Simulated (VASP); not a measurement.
Input of a VASP 6.6.1 run:

File POSCAR:

```
NiO
1.0
    2.0105265571      2.0105265571      0.0000000000
   -2.0105265571      2.0105265571      0.0000000000
    0.0000000000      0.0000000000      4.3139568851
Ni O
2 2
Direct
    0.0000000000      0.0000000000      0.0000000000
    0.5000000000      0.5000000000      0.5000000000
    0.5000000000      0.5000000000      0.0000000000
    0.0000000000      0.0000000000      0.5000000000
```

Contents of INCAR.step1:

```
SYSTEM = NiO
  ALGO = Normal
  EDIFF = 1E-4
  ENCUT = 520
  GGA = PE
  ISMEAR = 0
  ISPIN = 2
  LASPH = .TRUE.
  LCHARG = .FALSE.
  LMAXMIX = 4
  LREAL = .FALSE.
  LWAVE = .TRUE.
  MAGMOM = 1.84 1.84 0.31 0.31
  NBANDS = 28
  NELM = 150
  PREC = Accurate
  SIGMA = 0.02
```

Contents of INCAR.step2:

```
SYSTEM = NiO
  ALGO = Normal
  EDIFF = 1E-7
  ENCUT = 520
  ISIF = 2
  ISMEAR = 0
  ISPIN = 2
  ISTART = 1
  LASPH = .TRUE.
  LCHARG = .FALSE.
  LMAXMIX = 4
  LMIXTAU = .TRUE.
  LORBIT = 11
  LREAL = .FALSE.
  LWAVE = .FALSE.
  MAGMOM = 1.84 1.84 0.31 0.31
  METAGGA = R2SCAN
  NBANDS = 28
  NELM = 150
  PREC = Accurate
  SIGMA = 0.02
```

KPOINTS

```
k-points
0
G
  10 10 8
  0 0 0
```

Potentials or basis: VASP PAW PBE potentials, release 64 (Ni, O).

Command:

```console
$ cat potpaw_PBE.64/Ni/POTCAR potpaw_PBE.64/O/POTCAR > POTCAR
$ cp INCAR.step1 INCAR
$ mpirun -np 1 vasp_std > vasp.out
$ cp INCAR.step2 INCAR
$ mpirun -np 1 vasp_std > vasp.out
```

Question: Estimate the pressure.

Answer: 15.0 GPa.

Question: Predict the site moments.

Answer: Ni +1.69; O +0.28 μB.

Stress tensor (GPa, compression positive):
```
22.49  0.00  0.00
 0.00 22.49  0.00
 0.00  0.00 -0.02
```

Caveat: the cell differs from its parent crystal (biaxial strain in the a-b plane: -4.0 %, then relaxed in part); the cell stands under pressure; the PAW data sets were made with another functional, which shifts forces and pressure a little.
